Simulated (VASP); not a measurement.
Runs of VASP 6.6.1 on TaN (k07). The structure is that of space group P-6m2 (No. 187), or close to it. The cells are those of the table. 

```csv
task,cell,k mesh,cutoff (eV),smearing,gap on the mesh (eV),pressure (GPa),relaxed volume (Å³/atom)
relaxation of cell and atoms,"relaxed from a = 2.940, b = 2.940, c = 2.890 Å, angles 90.0, 90.0, 120.0°, 2 atoms",9 × 9 × 8,600,gaussian 0.1 eV,none,-0.4,(a)
single point,"a = 2.907, b = 2.907, c = 2.851 Å, angles 90.0, 90.0, 120.0°, 2 atoms",24 × 24 × 20,520,gaussian 0.1 eV,none,2.0,-
single point,"a = 2.940, b = 2.940, c = 2.890 Å, angles 90.0, 90.0, 120.0°, 2 atoms",9 × 9 × 6,520,gaussian 0.1 eV,none,-11.1,-
relaxation of cell and atoms,"relaxed from a = 2.906, b = 2.906, c = 2.852 Å, angles 90.0, 90.0, 120.0°, 2 atoms",24 × 24 × 20,600,gaussian 0.1 eV,none,0.0,10.49
relaxation of cell and atoms,"relaxed from a = 2.907, b = 2.907, c = 2.851 Å, angles 90.0, 90.0, 120.0°, 2 atoms",24 × 24 × 20,600,fermi-dirac 0.15 eV,none,0.0,10.48
single point,"a = 2.907, b = 2.907, c = 2.851 Å, angles 90.0, 90.0, 120.0°, 2 atoms",24 × 24 × 20,520,fermi-dirac 0.15 eV,none,2.0,-
single point,"a = 2.906, b = 2.906, c = 2.852 Å, angles 90.0, 90.0, 120.0°, 2 atoms",9 × 9 × 8,520,gaussian 0.1 eV,none,2.0,-
```

Alike in all rows: level LDA; potentials or basis VASP PAW LDA potentials, release 64 (Ta_pv, N); no spin polarisation.

Problem. Estimate the missing entries.

Solution. (a) 10.50.

Caveats: some runs use coarse meshes; spin-orbit coupling is left out, which moves the levels of the heavy elements.

A k mesh can miss the band edges, and the runs leave out spin-orbit coupling on Ta.

A gap of «none» marks levels without a gap at the run's occupations.
